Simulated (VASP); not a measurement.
Cu: single point with PBE+U

The system is Cu.

```
Cu
1.0
    -1.53622    1.53622    1.39997
     1.53622   -1.53622    1.39997
     1.53622    1.53622   -1.39997
Cu
1
Direct
  0.00000 0.00000 0.00000
```

```
Program             : VASP 6.6.1
Task                : single point
Functional          : PBE
Potentials or basis : VASP PAW PBE potentials, release 64 (Cu)
Cutoff              : 600 eV
k mesh              : 20 × 20 × 20
Occupations         : gaussian, width 0.1 eV
Spin                : no spin polarisation
Hubbard terms       : Cu d U = 1.0 eV
```

```json
{
  "Pressure": "-9.5 GPa"
}
```

Stress tensor (GPa, compression positive):
```
-9.43  0.00  0.00
 0.00 -9.43  0.00
 0.00  0.00 -9.54
```

Levels at points of the mesh, in eV from the Fermi level:
```tsv
k point	band 3	band 4	band 5	band 6	band 7	band 8	band 9	band 10
(0.00, 0.00, 0.00)	-2.79	-2.79	-2.27	-1.94	22.73	22.73	25.50	25.75
(0.50, 0.00, 0.00)	-2.12	-1.82	-1.45	0.03	4.16	15.59	15.95	19.30
(0.50, 0.50, 0.00)	-2.34	-2.07	-1.48	-0.61	3.20	18.10	18.34	21.45
(0.50, 0.50, 0.50)	-1.61	-1.61	-1.53	6.79	6.79	10.11	11.91	12.18
```

Eigenvalues of the final occupation matrices:
```tsv
site	spin	trace	eigenvalues
site 1 d	1	4.61	0.91 0.92 0.92 0.93 0.93
site 1 d	2	4.61	0.91 0.92 0.92 0.93 0.93
```

Wall time 2.2 min on 1 thread of Intel Xeon 8259CL, on a shared host, peak memory 0.24 GiB.

Caveat: U without spin polarisation on a metal has little footing; the U is typed as a test and isn't derived for this compound.
